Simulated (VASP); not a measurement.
CdTe: single point with HSE06

CdTe:

```xyz
2
Lattice="0.0000 3.2447 3.2447 3.2447 0.0000 3.2447 3.2447 3.2447 0.0000" Properties=species:S:1:pos:R:3 pbc="T T T"
Cd    0.0000    0.0000    0.0000
Te    1.6223    1.6223    1.6223
```

```json
{"Program": "VASP 6.6.1", "Task": "single point", "Functional": "HSE06", "Potentials or basis": "VASP PAW PBE potentials, release 64 (Cd, Te)", "Cutoff": "520 eV", "k mesh": "4 × 4 × 4", "Occupations": "gaussian, width 0.01 eV", "Spin": "no spin polarisation"}
```

```json
{
 "Pressure": "1.7 GPa",
 "Band gap on the k mesh": "1.55 eV"
}
```

Levels at points of the mesh, in eV from the valence-band top:
```
           k point  band 6  band 7  band 8  band 9  band 10  band 11  band 12  band 13
(0.00, 0.00, 0.00)   -9.33    0.00    0.00    0.00     1.55     5.47     5.47     5.47
(0.50, 0.00, 0.00)   -8.88   -4.71   -0.82   -0.82     2.62     6.05     6.05     7.98
(0.50, 0.50, 0.00)   -8.69   -4.58   -1.98   -1.98     3.28     3.47     9.97    10.35
```

Run time: 17 min on 1 thread of Intel(R) Xeon(R) Platinum 8259CL CPU @ 2.50GHz (Skylake/Cascade Lake) (shared host), peak memory 0.32 GiB.

Caveat: the PAW data sets were made with another functional, which shifts forces and pressure a little; spin-orbit coupling is left out, which moves the levels of the heavy elements.
